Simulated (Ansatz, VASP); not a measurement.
**Re in VASP and in Ansatz**

INCAR

```
SYSTEM = Re
  PREC = Accurate
  ENCUT = 520
  EDIFF = 1E-6
  ISMEAR = 0
  SIGMA = 0.15
  LREAL = .FALSE.
  LASPH = .TRUE.
  NELM = 60
  ALGO = Normal
  ISIF = 2
  LWAVE = .FALSE.
  LCHARG = .TRUE.
  GGA = PE
  LELF = .TRUE.
  LVHAR = .TRUE.
  NBANDS = 10
```

The input KPOINTS:

```
regular mesh
0
G
  10 10 10
  0 0 0
```

File POSCAR:

```
Re
1.0
    0.0000000000      1.8824593093      1.9818531608
    1.8824593093      0.0000000000      1.9818531608
    1.8824593093      1.8824593093      0.0000000000
Re
1
Direct
    0.0000000000      0.0000000000      0.0000000000
```

Input for Ansatz:

```yaml
crystal:
  lattice:
    - [0.0, 1.8824593093, 1.9818531608]
    - [1.8824593093, 0.0, 1.9818531608]
    - [1.8824593093, 1.8824593093, 0.0]
  atoms:
    - { symbol: Re, position: [0.0, 0.0, 0.0] }
basis:
  ecutwfc: 420
kpoints:
  mp_grid: { grid: [10, 10, 10] }
hamiltonian:
  xc: pbe
scf:
  occupations: { method: gaussian, width: 0.15 }
output:
  forces: true
  stress: true
  eigenvalues: true
```

Alike in both runs: task single point; functional PBE; k mesh 10 × 10 × 10; occupations gaussian, width 0.15 eV; no spin polarisation.

```csv
,VASP,Ansatz
version,VASP 6.6.1,Ansatz 0.2.0
potentials or method,"VASP PAW PBE potentials, release 64 (Re), cutoff 520 eV","scalar-relativistic, plane waves, PAW"
valence electrons in the cell,7,15
```

VASP gave:

- gap on the k mesh at the Fermi level (eV): none
- pressure (GPa): 27.8
- traceless stress, the component that is largest in VASP (GPa): -12.01

Q: Which values does Ansatz return?

A: gap on the k mesh at the Fermi level (eV): none; pressure (GPa): 27.9; traceless stress, the component that is largest in VASP (GPa): -12.14.

A gap of «none» marks a metal or a gap that the smearing closes. With one functional, cell and mesh, what is left measures potentials, basis and numerics. VASP's potentials hold 7 valence electrons a cell and Ansatz's 15, so a difference there can come from the potentials and not from the codes.

Neither program's run includes spin-orbit coupling.
